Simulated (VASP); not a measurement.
# In (R-3m) in VASP: notebook

In is run at these levels: PBEsol; tasks: single point.

Everything below comes from runs of VASP 6.6.1. Logs are shortened: lines on timing, memory, paths and dates and some standing lists are left out, and cuts for length are marked.

## Step 1: The cell of the first run

It takes space group R-3m (No. 166, trigonal). The conventional cell has a = 3.317 Å, b = 3.317 Å, c = 24.457 Å, α = 90.00°, β = 90.00°, γ = 120.00°. Within 4.4 Å of In (site symmetry -3m) lie 12 In at 3.32 to 3.33 Å. Within 4.4 Å of In (site symmetry 3m) lie 12 In at 3.32 to 3.33 Å.

## Step 2: Single point, PBEsol (25.89 Å³/atom)

Input file INCAR:

```
SYSTEM = In
PREC = Accurate ; ENCUT = 520
EDIFF = 1E-6 ; ISMEAR = -1
SIGMA = 0.05 ; LREAL = .FALSE.
LASPH = .TRUE. ; NELM = 60
ALGO = Normal ; ISIF = 2
LWAVE = .FALSE. ; LCHARG = .FALSE.
GGA = PS ; NBANDS = 26
```

Input file KPOINTS:

```
regular mesh
0
G
  14 14 14
  0 0 0
```

Input file POSCAR:

```
In
1.0
    1.6584308627      0.9574955050      8.1523779443
   -1.6584308627      0.9574955050      8.1523779443
    0.0000000000     -1.9149910101      8.1523779443
In
3
Direct
    0.0000000000      0.0000000000      0.0000000000
    0.7780122400      0.7780122400      0.7780122400
    0.2219877600      0.2219877600      0.2219877600
```

Potentials or basis: VASP PAW PBE potentials, release 64 (In_d).

Started as:

```console
$ cat potpaw_PBE.64/In_d/POTCAR > POTCAR
$ mpirun -np 1 vasp_std > vasp.out
```

OUTCAR:

```text
SYSTEM = In
   PREC = Accurate
   ENCUT = 520
   EDIFF = 1E-6
   ISMEAR = -1
   LREAL = .FALSE.
   LASPH = .TRUE.
   NELM = 60
   ISIF = 2
   GGA = PS

 ion  position               nearest neighbor table
   1  0.000  0.000  0.000-   2 3.33   2 3.33   3 3.33   3 3.33   2 3.33   3 3.33
   2  0.778  0.778  0.778-   3 3.32   3 3.32   3 3.32   1 3.33   1 3.33   1 3.33
   3  0.222  0.222  0.222-   2 3.32   2 3.32   2 3.32   1 3.33   1 3.33   1 3.33

  LATTYP: Found a trigonal (rhomboedric) cell.
 ALAT       =     8.3742735037
 COS(alpha) =     0.9215612875

  Lattice vectors:

 A1 = (   1.6584308627,   0.9574955050,   8.1523779443)
 A2 = (  -1.6584308627,   0.9574955050,   8.1523779443)
 A3 = (   0.0000000000,  -1.9149910101,   8.1523779443)

Analysis of symmetry for initial positions (statically):
=====================================================================
 Subroutine PRICEL returns:
 Original cell was already a primitive cell.

 Routine SETGRP: Setting up the symmetry group for a
 trigonal (rhombohedral) supercell.

 Subroutine GETGRP returns: Found 12 space group operations
 (whereof 12 operations were pure point group operations)
 out of a pool of 12 trial point group operations.

The static configuration has the point symmetry D_3d.

Analysis of symmetry for dynamics (positions and initial velocities):
=====================================================================
 Subroutine PRICEL returns:
 Original cell was already a primitive cell.

 Routine SETGRP: Setting up the symmetry group for a
 trigonal (rhombohedral) supercell.

 Subroutine GETGRP returns: Found 12 space group operations
 (whereof 12 operations were pure point group operations)
 out of a pool of 12 trial point group operations.

The dynamic configuration has the point symmetry D_3d.

 Subroutine INISYM returns: Found 12 space group operations
 (whereof 12 operations are pure point group operations),
 and found     1 'primitive' translations

----------------------------------------------------------------------------------------

                                     Primitive cell

  volume of cell :      77.6729

  direct lattice vectors                    reciprocal lattice vectors
     1.658430863  0.957495505  8.152377944     0.301489807  0.174065221  0.040887866
    -1.658430863  0.957495505  8.152377944    -0.301489807  0.174065221  0.040887866
     0.000000000 -1.914991010  8.152377944     0.000000000 -0.348130442  0.040887866

  length of vectors
     8.374273504  8.374273504  8.374273504     0.350523355  0.350523355  0.350523355

  position of ions in fractional coordinates (direct lattice)
     0.000000000  0.000000000  0.000000000
     0.778012240  0.778012240  0.778012240
     0.221987760  0.221987760  0.221987760

  ion indices of the primitive-cell ions
   primitive index   ion index
                 1           1
                 2           2
                 3           3

----------------------------------------------------------------------------------------

 KPOINTS: regular mesh

Automatic generation of k-mesh.
 Grid dimensions read from file:
 generate k-points for:   14   14   14

 Generating k-lattice:

  Cartesian coordinates                     Fractional coordinates (reciprocal lattice)
     0.021534986  0.012433230  0.002920562     0.071428571  0.000000000 -0.000000000
    -0.021534986  0.012433230  0.002920562     0.000000000  0.071428571 -0.000000000
     0.000000000 -0.024866460  0.002920562     0.000000000  0.000000000  0.071428571

  Length of vectors
     0.025037382  0.025037382  0.025037382

  Shift w.r.t. Gamma in fractional coordinates (k-lattice)
     0.000000000  0.000000000  0.000000000

 Subroutine IBZKPT returns following result:
 ===========================================

 Found    288 irreducible k-points:

 Following reciprocal coordinates:
            Coordinates               Weight
  0.000000  0.000000  0.000000      1.000000
  0.071429 -0.000000  0.000000      6.000000
  0.142857  0.000000  0.000000      6.000000
  0.214286 -0.000000  0.000000      6.000000
  0.285714  0.000000  0.000000      6.000000
  0.357143  0.000000  0.000000      6.000000
[... 16 lines left out ...]
  0.214286  0.142857  0.000000     12.000000
  0.285714  0.142857  0.000000     12.000000
 [... further k-points ...]
   k-points           NKPTS =    288   k-points in BZ     NKDIM =    288   number of bands    NBANDS=     26
   number of dos      NEDOS =    301   number of ions     NIONS =      3
   total plane-waves  NPLWV = 262144
   dimension x,y,z NGX =    64 NGY =   64 NGZ =   64
   dimension x,y,z NGXF=   128 NGYF=  128 NGZF=  128
   ions per type =               3
   NGX,Y,Z   is equivalent  to a cutoff of  12.71, 12.71, 12.71 a.u.
   NGXF,Y,Z  is equivalent  to a cutoff of  25.41, 25.41, 25.41 a.u.
 SYSTEM =  In
   PREC   = accura    normal or accurate (medium, high low for compatibility)
   ISTART =      0    job   : 0-new  1-cont  2-samecut
   ICHARG =      2    charge: 1-file 2-atom 10-const
   ISPIN  =      1    spin polarized calculation?
   LNONCOLLINEAR =      F non collinear calculations
   LSORBIT =      F    spin-orbit coupling
   LASPH  =      T    aspherical Exc in radial PAW
   ENCUT  =  520.0 eV  38.22 Ry    6.18 a.u.  15.57 15.57 15.57*2*pi/ulx,y,z
   NELM   =     60;   NELMIN=  2; NELMDL= -5     # of ELM steps
   EDIFF  = 0.1E-05   stopping-criterion for ELM
   LREAL  =      F    real-space projection
   EDIFFG = 0.1E-04   stopping-criterion for IOM
   NSW    =      0    number of steps for IOM
   IBRION =     -1    ionic relax: 0-MD 1-quasi-New 2-CG
   NFREE  =      0    steps in history (QN), initial steepest desc. (CG)
   ISIF   =      2    stress and relaxation
   ISYM   =      2    0-nonsym 1-usesym 2-fastsym
   POTIM  = 0.5000    time-step for ionic-motion
   TEBEG  =    0.0;   TEEND  =   0.0 temperature during run
   PSTRESS=    0.0 pullay stress
   NELECT =      39.0000    total number of electrons
   NUPDOWN=      -1.0000    fix difference up-down
   EMIN   =  10.00;   EMAX   =-10.00  energy-range for DOS
   EFERMI =   0.00;   METHOD = LEGACY
   ISMEAR =    -1;   SIGMA  =   0.05  broadening in eV -4-tet -1-fermi 0-gaus
   EFERMI_NEDOS =   21; number of points for ismear=-14 and -15
   IALGO  =     38    algorithm
   IMIX   =      4    mixing-type and parameters
     AMIX     =   0.40;   BMIX     =  1.00
     AMIX_MAG =   1.60;   BMIX_MAG =  1.00
  volume/ion in A,a.u.               =      25.89       174.72
  Fermi-wavevector in a.u.,A,eV,Ry     =   1.301187  2.458887 23.035865  1.693088
  Thomas-Fermi vector in A             =   2.432337
   LORBIT       =      0    0 simple, 1 ext, 2 COOP (PROOUT), +10 PAW based schemes
   GGA     = PS    functional components
   LHFCALC =     F    Hartree Fock is set to
   AEXX    =    0.0000 exact exchange contribution
   IVDW    =     0    specifies the selected vdW correction
   LEPSILON=     F    determine dielectric tensor
   LRPA    =     F    only Hartree local field effects (RPA)
 non-spin polarized calculation
  energy-cutoff  :      520.00
  volume of cell :       77.67
 maximum number of plane-waves:      2124
 NGX is ok and might be reduce to    64
   NGX = 31   NGY = 31   NGZ = 31

 number of electron      38.9999999 magnetization

 Free energy of the ion-electron system (eV)
  ---------------------------------------------------
  ext. energy  EPLUGINS =         0.00000000
  ---------------------------------------------------
  free energy    TOTEN  =        -8.93737384 eV

  energy without entropy =       -8.92464140  energy(sigma->0) =       -8.93100762

 E-fermi :   7.4896     XC(G=0): -10.4555

 val. band max:        7.4767843538   @ k =  -0.4286   0.2143   0.2143
 cond. band min:       7.4902621298   @ k =  -0.2857   0.5000   0.0714
 fundamental gap:      0.0134777760
 Fermi energy:         7.4896423927

 k-point     1 :       0.0000    0.0000    0.0000
  band No.  band energies     occupation
      1      -7.1283      2.00000
      2      -7.1269      2.00000
      3      -7.0811      2.00000
      4      -7.0728      2.00000
      5      -7.0728      2.00000
      6      -7.0506      2.00000
[... 18 lines left out ...]
     25      17.8874      0.00000
     26      17.9352      0.00000

 k-point     2 :       0.0714   -0.0000    0.0000
  band No.  band energies     occupation
      1      -7.1241      2.00000
      2      -7.1227      2.00000
      3      -7.0815      2.00000
      4      -7.0754      2.00000
      5      -7.0595      2.00000
      6      -7.0437      2.00000
[... 18 lines left out ...]
     25      17.1801      0.00000
     26      17.7892      0.00000

 k-point     3 :       0.1429    0.0000    0.0000
  band No.  band energies     occupation
      1      -7.1378      2.00000
      2      -7.1219      2.00000
      3      -7.0795      2.00000
      4      -7.0628      2.00000
      5      -7.0364      2.00000
      6      -7.0271      2.00000
[... 18 lines left out ...]
     25      15.9329      0.00000
     26      16.8682      0.00000

 k-point     4 :       0.2143   -0.0000    0.0000
  band No.  band energies     occupation
      1      -7.1698      2.00000
      2      -7.1449      2.00000
      3      -7.0770      2.00000
      4      -7.0490      2.00000
      5      -7.0299      2.00000
      6      -7.0211      2.00000
[... 18 lines left out ...]
     25      14.3195      0.00000
     26      16.0808      0.00000

 k-point     5 :       0.2857    0.0000    0.0000
  band No.  band energies     occupation
      1      -7.2038      2.00000
      2      -7.1759      2.00000
      3      -7.1014      2.00000
      4      -7.0707      2.00000
      5      -7.0496      2.00000
      6      -7.0289      2.00000
[... 18 lines left out ...]
     25      13.5066      0.00000
     26      15.2153      0.00000

 k-point     6 :       0.3571    0.0000    0.0000
  band No.  band energies     occupation
      1      -7.2305      2.00000
      2      -7.2045      2.00000
      3      -7.1417      2.00000
      4      -7.0978      2.00000
      5      -7.0855      2.00000
      6      -7.0466      2.00000
[... 427 lines left out ...]
 k-point    21 :      -0.0714    0.0714    0.0000
  band No.  band energies     occupation
      1      -7.1232      2.00000
      2      -7.1178      2.00000
      3      -7.0835      2.00000
      4      -7.0820      2.00000
      5      -7.0327      2.00000
      6      -7.0302      2.00000
[... 18 lines left out ...]
     25      17.1868      0.00000
     26      17.4205      0.00000

 k-point    22 :       0.1429    0.1429    0.0000
  band No.  band energies     occupation
      1      -7.1424      2.00000
      2      -7.1113      2.00000
      3      -7.0744      2.00000
      4      -7.0707      2.00000
      5      -7.0472      2.00000
      6      -7.0298      2.00000
[... 18 lines left out ...]
     25      16.1506      0.00000
     26      17.0719      0.00000

 k-point    23 :       0.2143    0.1429    0.0000
  band No.  band energies     occupation
      1      -7.1462      2.00000
      2      -7.1148      2.00000
      3      -7.0866      2.00000
      4      -7.0701      2.00000
      5      -7.0410      2.00000
      6      -7.0084      2.00000
[... 18 lines left out ...]
     25      15.8923      0.00000
     26      16.1154      0.00000

 k-point    24 :       0.2857    0.1429    0.0000
  band No.  band energies     occupation
      1      -7.1387      2.00000
      2      -7.1301      2.00000
      3      -7.1070      2.00000
      4      -7.0684      2.00000
      5      -7.0310      2.00000
      6      -7.0175      2.00000
[... 18 lines left out ...]
     25      13.9601      0.00000
     26      15.2972      0.00000

 [... further k-points ...]

------------------------ aborting loop because EDIFF is reached ----------------------------------------

  FORCE on cell =-STRESS in cart. coord.  units (eV):
  Direction    XX          YY          ZZ          XY          YZ          ZX
  --------------------------------------------------------------------------------------
  -------------------------------------------------------------------------------------
  Total       -0.2593973     -0.2593973     -0.1248575      0.0000000      0.0000000      0.0000000
  in kB       -5.3506483     -5.3506483     -2.5754646      0.0000000      0.0000000      0.0000000
  external PRESSURE =      -4.4255870 kB  Pullay stress =       0.0000000 kB

 VOLUME and BASIS-vectors are now :
 -----------------------------------------------------------------------------
  energy-cutoff  :      520.00
  volume of cell :       77.67
      direct lattice vectors                 reciprocal lattice vectors
     1.658430863  0.957495505  8.152377944     0.301489807  0.174065221  0.040887866
    -1.658430863  0.957495505  8.152377944    -0.301489807  0.174065221  0.040887866
     0.000000000 -1.914991010  8.152377944     0.000000000 -0.348130442  0.040887866

 POSITION                                       TOTAL-FORCE (eV/Angst)
 -----------------------------------------------------------------------------------
      0.00000      0.00000      0.00000         0.000000      0.000000      0.000000
      0.00000     -0.00000     19.02795         0.000000      0.000000     -0.020666
      0.00000     -0.00000      5.42918         0.000000     -0.000000      0.020666
 -----------------------------------------------------------------------------------
    total drift:                                0.000000      0.000000     -0.000000

  FREE ENERGIE OF THE ION-ELECTRON SYSTEM (eV)
  ---------------------------------------------------
  free  energy   TOTEN  =        -8.9373738403 eV

  energy  without entropy=       -8.9246413969  energy(sigma->0) =       -8.93100762
```

Wall time 71 min (1 thread of Intel Xeon 8259CL, shared host); peak memory 0.8 GiB.

Results:

```
Free energy            : -8.9374 eV
Pressure               : -0.4 GPa
Largest force          : 0.021 eV/Å
Band gap on the k mesh : zero (an odd number of electrons rules out a gap without spin polarisation)
```

Forces in eV/Å, atoms in the order of the input:
```
In   0.000  0.000  0.000
In   0.000  0.000 -0.021
In   0.000  0.000  0.021
```

Caveat: the PAW data sets were made with another functional, which shifts forces and pressure a little; spin-orbit coupling is left out, which moves the levels of the heavy elements.

(Continued in part 2 of 2.)
